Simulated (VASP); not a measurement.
Wanted: the native input for a VASP 6.6.1 run.

```yaml
Task: single point
Functional: r2SCAN
Potentials_or_basis: VASP PAW PBE potentials, release 64 (Al, Cu)
Cutoff: 520 eV
k_mesh: 6 × 6 × 6
Occupations: gaussian, width 0.1 eV
Spin: no spin polarisation
Dipole_correction: no
Further_INCAR_settings: LREAL = Auto; ALGO = Normal; EDIFF = 1e-06; NBANDS = 110
```

AlCu4:

```
Al Cu
1.0
     6.18297    0.00000    0.00000
     0.00000    6.18297    0.00000
     0.00000    0.00000    6.18297
Al Cu
4 16
Direct
  0.43978 0.93978 0.56022
  0.93978 0.56022 0.43978
  0.56022 0.43978 0.93978
  0.06022 0.06022 0.06022
  0.80864 0.30864 0.19136
  0.30864 0.19136 0.80864
  0.19136 0.80864 0.30864
  0.69136 0.69136 0.69136
  0.04767 0.87537 0.70087
  0.29913 0.54767 0.62463
  0.37537 0.79913 0.95233
  0.54767 0.62463 0.29913
  0.79913 0.95233 0.37537
  0.87537 0.70087 0.04767
  0.95233 0.37537 0.79913
  0.70087 0.04767 0.87537
  0.62463 0.29913 0.54767
  0.45233 0.12463 0.20087
  0.20087 0.45233 0.12463
  0.12463 0.20087 0.45233
```

The input as run:

POSCAR

```
AlCu4
1.0
    6.1829688054      0.0000000000      0.0000000000
    0.0000000000      6.1829688054      0.0000000000
    0.0000000000      0.0000000000      6.1829688054
Al Cu
4 16
Direct
    0.4397835756      0.9397835756      0.5602164244
    0.9397835756      0.5602164244      0.4397835756
    0.5602164244      0.4397835756      0.9397835756
    0.0602164244      0.0602164244      0.0602164244
    0.8086417843      0.3086417843      0.1913582157
    0.3086417843      0.1913582157      0.8086417843
    0.1913582157      0.8086417843      0.3086417843
    0.6913582157      0.6913582157      0.6913582157
    0.0476733773      0.8753687796      0.7008690782
    0.2991309218      0.5476733773      0.6246312204
    0.3753687796      0.7991309218      0.9523266227
    0.5476733773      0.6246312204      0.2991309218
    0.7991309218      0.9523266227      0.3753687796
    0.8753687796      0.7008690782      0.0476733773
    0.9523266227      0.3753687796      0.7991309218
    0.7008690782      0.0476733773      0.8753687796
    0.6246312204      0.2991309218      0.5476733773
    0.4523266227      0.1246312204      0.2008690782
    0.2008690782      0.4523266227      0.1246312204
    0.1246312204      0.2008690782      0.4523266227
```

INCAR.step1

```
ALGO = Normal
EDIFF = 1E-4
ENCUT = 520
GGA = PE
ISMEAR = 0
LASPH = T
LCHARG = F
LREAL = Auto
LWAVE = T
NBANDS = 110
NELM = 60
PREC = Accurate
SIGMA = 0.1
```

INCAR.step2

```
ALGO = Normal
EDIFF = 1E-6
ENCUT = 520
ISIF = 2
ISMEAR = 0
ISTART = 1
LASPH = T
LCHARG = T
LELF = T
LMIXTAU = T
LREAL = Auto
LVHAR = T
LWAVE = F
METAGGA = R2SCAN
NBANDS = 110
NELM = 60
PREC = Accurate
SIGMA = 0.1
```

KPOINTS

```
k-points
0
Gamma
  6 6 6
```

Potentials or basis: VASP PAW PBE potentials, release 64 (Al, Cu).

Command:

```bash
$ cat potpaw_PBE.64/Al/POTCAR potpaw_PBE.64/Cu/POTCAR > POTCAR
$ cp INCAR.step1 INCAR
$ mpirun -np 1 vasp_std > vasp.out
$ cp INCAR.step2 INCAR
$ mpirun -np 1 vasp_std > vasp.out
```

It gave:

```json
{
 "Pressure": "5.1 GPa",
 "Largest force": "0.022 eV/Å",
 "Band gap on the k mesh": "zero (bands 94 and 95 overlap by 1.03 eV)"
}
```

Caveat: the cell stands under pressure; the PAW data sets were made with another functional, which shifts forces and pressure a little.

It took 86 min on 1 thread of Oxide Virtual Turin-like Processor (shared host), peak memory 0.58 GiB.
